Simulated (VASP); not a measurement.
MoSe:

```
Mo Se
1.0
     0.00000    2.61016    2.61016
     2.61016    0.00000    2.61016
     2.61016    2.61016    0.00000
Mo Se
1 1
Direct
  0.00000 0.00000 0.00000
  0.50000 0.50000 0.50000
```

Base run:

| Property | Result |
| --- | --- |
| Program | VASP 6.6.1 |
| Functional | PBE |
| Potentials or basis | VASP PAW PBE potentials, release 64 (Mo_sv, Se) |
| Cutoff | 520 eV |
| k mesh | 14 × 14 × 14 |
| Occupations | gaussian, width 0.1 eV |
| Spin | collinear spin |
| Starting moments | [0.34, 0.0] μB |
| Fixed moment | 0.38 μB |

Its results: pressure 0.5 GPa; net moment 0.38 μB per cell; site moments Mo +0.35; Se -0.00 μB.

Problem. The run is repeated on the same cell with these changes: fixed moment from 0.38 μB to none; moments at the start from [0.34, 0.0] to [3.5, 0.0]. What comes out?

Solution. Pressure 5.3 GPa; net moment 1.75 μB per cell; site moments Mo +1.56; Se +0.01 μB.

Caveats: the total moment is fixed, so each spin has its own Fermi level (at least some runs); the cell stands under pressure (at least some runs).
